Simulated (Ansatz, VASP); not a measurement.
This is a calculation of InSe for Ansatz 0.2.0.

Contents of input.yaml:

```yaml
crystal:
  lattice:
    - [5.787288392, -2.0408589492, 0.0]
    - [5.787288392, 2.0408589492, 0.0]
    - [-1.7116673433, 0.0, 4.739324424]
  atoms:
    - { symbol: In, position: [0.88820325, 0.88820325, 0.04684136] }
    - { symbol: In, position: [0.11179675, 0.11179675, 0.95315864] }
    - { symbol: Se, position: [0.66092759, 0.66092759, 0.66895562] }
    - { symbol: Se, position: [0.33907241, 0.33907241, 0.33104438] }
kpoints:
  mp_grid: { grid: [7, 7, 6] }
scf:
  occupations: { method: fermi_dirac, width: 0.05 }
hamiltonian:
  xc: lda
  pseudopotentials: { kind: all_electron, lapw: { basis_error: 0.002 } }
output:
  forces: true
  stress: true
  eigenvalues: true
```

Potentials or basis: all-electron LAPW, scalar-relativistic.

The run is started by

```bash
$ ansatz run input.yaml --threads 2 --pin off --max-ram 6144MiB --backend cpu --events-out ev --progress --plain --runs-dir out
```

Question: Set up the same calculation for VASP 6.6.1. Potentials there: VASP PAW LDA potentials, release 64 (In_d, Se).

Answer: As run (the cutoff follows the program's own potentials):

INCAR

```
PREC = Accurate
ENCUT = 520
EDIFF = 1E-6
ISMEAR = -1
SIGMA = 0.05
LREAL = False
LASPH = True
NELM = 80
ALGO = Normal
ISIF = 2
LWAVE = False
LCHARG = False
NBANDS = 27
```

KPOINTS

```
regular mesh
0
Gamma
  7 7 6
```

The input POSCAR:

```
InSe
1.0
    5.7872883920     -2.0408589492      0.0000000000
    5.7872883920      2.0408589492      0.0000000000
   -1.7116673433      0.0000000000      4.7393244240
In Se
2 2
Direct
    0.8882032500      0.8882032500      0.0468413600
    0.1117967500      0.1117967500      0.9531586400
    0.6609275900      0.6609275900      0.6689556200
    0.3390724100      0.3390724100      0.3310443800
```

Potentials or basis: VASP PAW LDA potentials, release 64 (In_d, Se).

Command:

```console
$ cat potpaw_LDA.64/In_d/POTCAR potpaw_LDA.64/Se/POTCAR > POTCAR
$ mpirun -np 1 vasp_std > vasp.out
```

Both were run:

|  | VASP | Ansatz | Ansatz less VASP |
| --- | --- | --- | --- |
| gap on the k mesh at the Fermi level (eV) | 1.04 | 1.03 | -0.010 |
| least direct gap on the mesh (eV) | 1.14 | 1.13 | -0.015 |
| pressure (GPa) | -1.7 | -1.8 | -0.12 |
| traceless stress, the component that is largest in VASP (GPa) | -0.43 | -0.46 | -0.032 |
| rms of the force components (eV/Å) | 0.037 | 0.027 | -0.0108 |

LDA's correlation is that of Perdew and Zunger in VASP and of Perdew and Wang (1992) in Ansatz. Atom by atom the forces differ by 0.012 eV/Å (rms over components). Ansatz ran all-electron here, and VASP with PAW potentials.
